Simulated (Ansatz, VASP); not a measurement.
# Two plane-wave programs on AlP

```
Al P
1.0
     0.00000    2.72958    2.72958
     2.72958    0.00000    2.72958
     2.72958    2.72958    0.00000
Al P
1 1
Direct
  0.00000 0.00000 0.00000
  0.25000 0.25000 0.25000
```

Alike in both runs: task single point; functional PBE; k mesh 8 × 8 × 8; no spin polarisation.

|  | VASP | Ansatz |
| --- | --- | --- |
| version | VASP 6.6.1 | Ansatz 0.2.0 |
| potentials or method | VASP PAW PBE potentials, release 64 (Al, P), cutoff 500 eV | PAW plane waves |
| occupations | fermi-dirac, width 0.1 eV | fermi-dirac |
| valence electrons in the cell | 8 | 8 |

Ansatz gave:

- pressure (GPa): 2.3

**Question.** Which values does VASP return?

**Answer.** Pressure (GPa): 2.2.
